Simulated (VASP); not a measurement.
# Si in VASP: further runs, part 3 of 3

VASP 6.6.1. Earlier steps stand in the parts before.

## 5. Relaxation of cell and atoms, PBE

This run uses another cell than the first one, of 16.20 Å³/atom.

INCAR

```
PREC = Accurate ; ENCUT = 600
EDIFF = 1E-6 ; ISMEAR = 0
SIGMA = 0.1 ; LREAL = F
LASPH = T ; NELM = 100
ALGO = Normal ; ISIF = 3
LWAVE = F ; LCHARG = F
GGA = PE ; IBRION = 2
NSW = 100 ; EDIFFG = -0.01
```

KPOINTS

```
Automatic mesh
0
Gamma
  22 22 22
```

POSCAR

```
Si
1.0
    2.5303151018      0.0000000000      0.0000000000
    0.0000000000      2.5303151018      0.0000000000
    0.0000000000      0.0000000000      2.5303151018
Si
1
Direct
    0.0000000000      0.0000000000      0.0000000000
```

Potentials or basis: VASP PAW PBE potentials, release 64 (Si).

The run is started by

```bash
cat potpaw_PBE.64/Si/POTCAR > POTCAR
mpirun -np 1 vasp_std > vasp.out
```

OUTCAR:

```text
PREC = Accurate
   ENCUT = 600
   EDIFF = 1E-6
   ISMEAR = 0
   LREAL = F
   LASPH = T
   NELM = 100
   ISIF = 3
   GGA = PE
   IBRION = 2
   NSW = 100
   EDIFFG = -0.01

 ion  position               nearest neighbor table
   1  0.000  0.000  0.000-

  LATTYP: Found a simple cubic cell.
 ALAT       =     2.5303151018

  Lattice vectors:

 A1 = (   2.5303151018,   0.0000000000,   0.0000000000)
 A2 = (   0.0000000000,   2.5303151018,   0.0000000000)
 A3 = (   0.0000000000,   0.0000000000,   2.5303151018)

Analysis of symmetry for initial positions (statically):
=====================================================================
 Subroutine PRICEL returns:
 Original cell was already a primitive cell.

 Routine SETGRP: Setting up the symmetry group for a
 simple cubic supercell.

 Subroutine GETGRP returns: Found 48 space group operations
 (whereof 48 operations were pure point group operations)
 out of a pool of 48 trial point group operations.

The static configuration has the point symmetry O_h .

[... 198 lines left out ...]
  ext. energy  EPLUGINS =         0.00000000
  ---------------------------------------------------
  free energy    TOTEN  =        -5.07343652 eV

  energy without entropy =       -5.07120360  energy(sigma->0) =       -5.07232006

 E-fermi :   8.2684     XC(G=0): -10.6029

 val. band max:        8.2611977250   @ k =   0.5000   0.3636   0.0000
 cond. band min:       8.2772833838   @ k =   0.2273   0.0909   0.0000
 fundamental gap:      0.0160856588
 Fermi energy:         8.2683783631

 k-point     1 :       0.0000    0.0000    0.0000
  band No.  band energies     occupation
      1      -4.9387      2.00000
      2      15.6680      0.00000
      3      15.6680      0.00000
      4      15.8890      0.00000
      5      15.8890      0.00000
      6      15.8890      0.00000
[... 199 lines left out ...]
 k-point    24 :       0.0909    0.0909    0.0000
  band No.  band energies     occupation
      1      -4.5730      2.00000
      2      12.3466      0.00000
      3      13.4357      0.00000
      4      16.1914      0.00000
      5      17.6296      0.00000
      6      19.8508      0.00000

 [... further k-points ...]
[... 5 lines left out ...]
  --------------------------------------------------------------------------------------
  -------------------------------------------------------------------------------------
  Total       -0.0097244     -0.0097244     -0.0097244      0.0000000     -0.0000000      0.0000000
  in kB       -0.9588457     -0.9588457     -0.9588457      0.0000000     -0.0000000      0.0000000
  external PRESSURE =      -0.9588457 kB  Pullay stress =       0.0000000 kB

 VOLUME and BASIS-vectors are now :
 -----------------------------------------------------------------------------
  energy-cutoff  :      600.00
  volume of cell :       16.25
      direct lattice vectors                 reciprocal lattice vectors
     2.532843640  0.000000000 -0.000000000     0.394813159 -0.000000000  0.000000000
     0.000000000  2.532843640  0.000000000    -0.000000000  0.394813159  0.000000000
    -0.000000000 -0.000000000  2.532843640     0.000000000 -0.000000000  0.394813159

 POSITION                                       TOTAL-FORCE (eV/Angst)
 -----------------------------------------------------------------------------------
      0.00000      0.00000      0.00000         0.000000     -0.000000      0.000000
 -----------------------------------------------------------------------------------
    total drift:                               -0.000000     -0.000000      0.000000

  FREE ENERGIE OF THE ION-ELECTRON SYSTEM (eV)
  ---------------------------------------------------
  free  energy   TOTEN  =        -5.0734365206 eV

  energy  without entropy=       -5.0712036033  energy(sigma->0) =       -5.07232006

 reached required accuracy - stopping structural energy minimisation
```

OSZICAR:

```text
N       E                     dE             d eps       ncg     rms          rms(c)
DAV:   1    -0.539157943664E+00   -0.53916E+00   -0.19055E+03  4512   0.571E+02
DAV:   2    -0.502235131917E+01   -0.44832E+01   -0.42663E+01  6036   0.464E+01
DAV:   3    -0.507165875812E+01   -0.49307E-01   -0.47878E-01  5502   0.514E+00
DAV:   4    -0.507181722529E+01   -0.15847E-03   -0.15674E-03  6684   0.265E-01
DAV:   5    -0.507181730540E+01   -0.80109E-07   -0.81172E-07  5664   0.445E-03    0.267E+00
DAV:   6    -0.507268170113E+01   -0.86440E-03   -0.77762E-04  5592   0.227E-01    0.155E+00
DAV:   7    -0.507336688598E+01   -0.68518E-03   -0.22915E-03  5148   0.380E-01    0.148E-01
DAV:   8    -0.507342019032E+01   -0.53304E-04   -0.54518E-05  6882   0.680E-02    0.181E-02
DAV:   9    -0.507342124641E+01   -0.10561E-05   -0.52422E-07  5172   0.611E-03    0.279E-03
DAV:  10    -0.507342111902E+01    0.12739E-06   -0.32375E-07  3924   0.483E-03
   1 F= -.50734211E+01 E0= -.50723137E+01  d E =-.507342E+01
       N       E                     dE             d eps       ncg     rms          rms(c)
DAV:   1    -0.507345624528E+01   -0.34999E-04   -0.92178E-04  5286   0.169E-01    0.291E-02
DAV:   2    -0.507344405334E+01    0.12192E-04   -0.68534E-06  5064   0.245E-02    0.167E-02
DAV:   3    -0.507343654414E+01    0.75092E-05   -0.90061E-06  5334   0.166E-02    0.571E-03
DAV:   4    -0.507343652058E+01    0.23560E-07   -0.35438E-08  2604   0.196E-03
   2 F= -.50734365E+01 E0= -.50723201E+01  d E =-.154016E-04
```

CONTCAR:

```text
Si
   1.00000000000000
     2.5328436402692631    0.0000000000000000   -0.0000000000000000
     0.0000000000000000    2.5328436402692631    0.0000000000000000
    -0.0000000000000000   -0.0000000000000000    2.5328436402692631
  Si
     1
Direct
     0.0000000000000000    0.0000000000000000    0.0000000000000000

  0.00000000E+00  0.00000000E+00  0.00000000E+00
```

Run time: 21 s. Hardware: 1 thread of Intel Xeon Platinum 8259CL at 2.50GHz (Skylake/Cascade Lake), shared host; peak memory 0.15 GiB.

Results:

```
Free energy                           : -5.0734 eV
Relaxed volume                        : 16.25 Å³/atom
Relaxed cell                          : a = 2.533 Å, b = 2.533 Å, c = 2.533 Å, α = 90.00°, β = 90.00°, γ = 90.00°
Space group after relaxing (to 0.1 Å) : Pm-3m (No. 221)
Energy gained by relaxing             : 0.0 meV/atom
Ionic steps                           : 2
Pressure after relaxing               : -0.1 GPa
Band gap on the k mesh                : zero (bands 2 and 3 overlap by 10.31 eV)
```

Final structure:
```
Si
1.0
     2.53284    0.00000    0.00000
     0.00000    2.53284    0.00000
     0.00000    0.00000    2.53284
Si
1
Direct
  0.00000 0.00000 0.00000
```

## 6. Relaxation of cell and atoms, PBE

This run uses another cell than the first one: it holds 8 atoms, not 1.

INCAR

```
SYSTEM = Si
ALGO = Normal
EDIFF = 1E-7
EDIFFG = -0.025
ENCUT = 600
GGA = PE
IBRION = 2
ISIF = 3
ISMEAR = 0
LASPH = .TRUE.
LCHARG = .FALSE.
LREAL = .FALSE.
LWAVE = .FALSE.
NELM = 80
NSW = 80
PREC = Accurate
SIGMA = 0.2
```

KPOINTS

```
k-points
0
G
  4 4 4
  0 0 0
```

POSCAR

```
Si
1.0
    5.1526871923      0.0098219762     -0.0091328179
    0.0098219762      5.0379224692     -0.0301743081
   -0.0091328179     -0.0301743081      5.1203695145
Si
8
Direct
    0.0134147223      0.0035737375      0.0037805573
   -0.0049741462      0.0009436949      0.4892126363
    0.0024793384      0.5103535318      0.0004023585
   -0.0058817949      0.4970637385      0.5070510040
    0.5113483446      1.0045250032     -0.0135639852
    0.4917603417      0.9880678351      0.5115909833
    0.4884411257      0.4973750611     -0.0002752548
    0.5034120684      0.4980973978      0.5018017005
```

Potentials or basis: VASP PAW PBE potentials, release 64 (Si).

The run is started by

```bash
cat potpaw_PBE.64/Si/POTCAR > POTCAR
mpirun -np 1 vasp_std > vasp.out
```

Run time: 53 min. Hardware: 1 thread of Intel Xeon Platinum 8259CL at 2.50GHz (Skylake/Cascade Lake), shared host; peak memory 0.3 GiB.

It converged, with:

* Free energy: -41.0610 eV
* Relaxed volume: 14.96 Å³/atom
* Relaxed cell: a = 5.321 Å, b = 4.994 Å, c = 4.503 Å, α = 90.00°, β = 89.96°, γ = 90.02°
* Space group after relaxing (to 0.1 Å): P6/mmm (No. 191)
* Energy gained by relaxing: 122.9 meV/atom
* Ionic steps: 62
* Pressure after relaxing: 0.0 GPa
* Largest force after relaxing: 0.015 eV/Å
* Band gap on the k mesh: zero (bands 16 and 17 overlap by 2.51 eV)

Forces in eV/Å, atoms in the order of the input:
```
Si  -0.015 -0.001  0.002
Si   0.010  0.002 -0.003
Si   0.009 -0.001  0.009
Si  -0.003  0.001  0.001
Si  -0.005  0.001 -0.004
Si   0.013  0.003  0.002
Si  -0.005 -0.004  0.002
Si  -0.004 -0.001 -0.009
```

Stress tensor (GPa, compression positive):
```
-0.01  0.01 -0.04
 0.01 -0.04  0.00
-0.04  0.00  0.06
```

The path:
| step | energy change (eV) | largest force (eV/Å) | pressure (GPa) | volume (Å³) |
| --- | --- | --- | --- | --- |
| 1 | 0.0000 | 0.3710 | -1.40 | 132.91 |
| 3 | -0.0459 | 0.2281 | 1.50 | 128.69 |
| 5 | -0.0898 | 0.1668 | 1.09 | 129.47 |
| 7 | -0.0915 | 0.1293 | 1.11 | 129.37 |
| 9 | -0.0985 | 0.0921 | -0.15 | 131.03 |
| 11 | -0.1004 | 0.0872 | -0.01 | 130.88 |
| 13 | -0.1042 | 0.0738 | 0.09 | 130.65 |
| 15 | -0.1053 | 0.0993 | 0.18 | 130.43 |
| 17 | -0.1079 | 0.1003 | 0.10 | 130.49 |
| 19 | -0.1163 | 0.1401 | -0.24 | 130.77 |
| 21 | -0.1175 | 0.1743 | -0.40 | 130.90 |
| 23 | -0.1275 | 0.1638 | -0.12 | 130.43 |
| 25 | -0.1422 | 0.1342 | 0.17 | 129.73 |
| 27 | -0.1664 | 0.2650 | -0.15 | 129.40 |
| 29 | -0.2092 | 0.2209 | 0.06 | 128.21 |
| 31 | -0.2368 | 0.3540 | -0.11 | 127.99 |
| 33 | -0.2788 | 0.5890 | -1.52 | 127.84 |
| 35 | -0.2992 | 0.4064 | -1.18 | 127.63 |
| 37 | -0.4407 | 1.0821 | -1.09 | 124.97 |
| 39 | -0.5358 | 0.9697 | -0.02 | 122.29 |
| 41 | -0.6887 | 0.4495 | -0.72 | 122.03 |
| 43 | -0.7107 | 0.5077 | -0.76 | 121.81 |
| 45 | -0.8232 | 0.5318 | 1.90 | 118.28 |
| 47 | -0.9083 | 0.2739 | -1.41 | 121.37 |
| 49 | -0.9432 | 0.2783 | -0.39 | 120.38 |
| 51 | -0.9681 | 0.1281 | 0.75 | 118.99 |
| 53 | -0.9754 | 0.0948 | -0.01 | 119.65 |
| 55 | -0.9793 | 0.0513 | -0.20 | 119.87 |
| 57 | -0.9805 | 0.0469 | 0.24 | 119.43 |
| 59 | -0.9826 | 0.0387 | 0.03 | 119.61 |
| 61 | -0.9832 | 0.0250 | -0.09 | 119.78 |
| 62 | -0.9834 | 0.0154 | 0.01 | 119.67 |

Final structure:
```
Si
1.0
     5.32109    0.00166    0.00486
    -0.00307    4.99420   -0.01082
    -0.00099    0.00954    4.50299
Si
8
Cartesian
  0.6440 0.0103 4.5036
  4.6729 4.9996 2.2459
  0.6856 2.5073 4.4966
  4.6305 2.5026 2.2496
  3.3032 0.0016 0.0039
  2.0118 4.9989 2.2426
  3.3489 2.5086 4.5001
  1.9701 2.5022 2.2488
```

Levels at points of the mesh, in eV from the Fermi level:
```
           k point  band 14  band 15  band 16  band 17  band 18  band 19
(0.00, 0.00, 0.00)    -2.32    -1.85    -1.75    -1.73    -1.73     1.64
(0.50, 0.00, 0.00)    -1.72    -1.11    -1.11    -0.66    -0.66     1.96
(0.00, 0.50, 0.00)    -1.22    -1.19    -1.19    -0.63    -0.61    -0.38
(0.50, 0.50, 0.00)    -1.41    -1.41    -1.40    -0.23    -0.23    -0.23
(0.00, 0.00, 0.50)    -2.13    -2.11    -2.10     1.34     1.34     1.52
(0.50, 0.00, 0.50)    -1.14    -1.13    -1.13     2.64     2.64     2.65
(0.00, 0.50, 0.50)     0.05     0.05     0.05     3.36     3.37     3.37
(0.50, 0.50, 0.50)    -0.31    -0.31    -0.31     2.06     2.07     2.07
```

## 7. The runs side by side

| task | cell | k mesh | cutoff (eV) | smearing | gap on the mesh (eV) | pressure (GPa) | relaxed volume (Å³/atom) |
| --- | --- | --- | --- | --- | --- | --- | --- |
| relaxation of cell and atoms | relaxed from a = 2.624, b = 2.664, c = 2.864 Å, 1 atom, atomic positions A | 6 × 6 × 6 | 600 | gaussian 0.1 eV | none | 0.0 | 16.19 |
| single point | a = 5.065 Å, 8 atoms, atomic positions B | 4 × 4 × 4 | 520 | gaussian 0.2 eV | none | 0.2 | - |
| single point | a = 2.532 Å, 1 atom, atomic positions A | 22 × 22 × 22 | 520 | gaussian 0.1 eV | none | 0.0 | - |
| relaxation of cell and atoms | relaxed from a = 2.530 Å, 1 atom, atomic positions A | 22 × 22 × 22 | 600 | gaussian 0.1 eV | none | -0.1 | 16.25 |
| relaxation of cell and atoms | relaxed from a = 5.153, b = 5.038, c = 5.120 Å, angles 90.7, 90.2, 89.8°, 8 atoms, atomic positions C | 4 × 4 × 4 | 600 | gaussian 0.2 eV | none | 0.0 | 14.96 |

Alike in all rows: level PBE; potentials or basis VASP PAW PBE potentials, release 64 (Si); no spin polarisation.

Caveats: some runs use coarse meshes; the volume moved by over 15 % at a fixed basis, so the end points are rough (at least some runs).

Total energies depend on the potentials used, so only differences within one code and one set of settings carry meaning.

The gap in the log of VASP goes by the Fermi energy; the results here count the filled bands.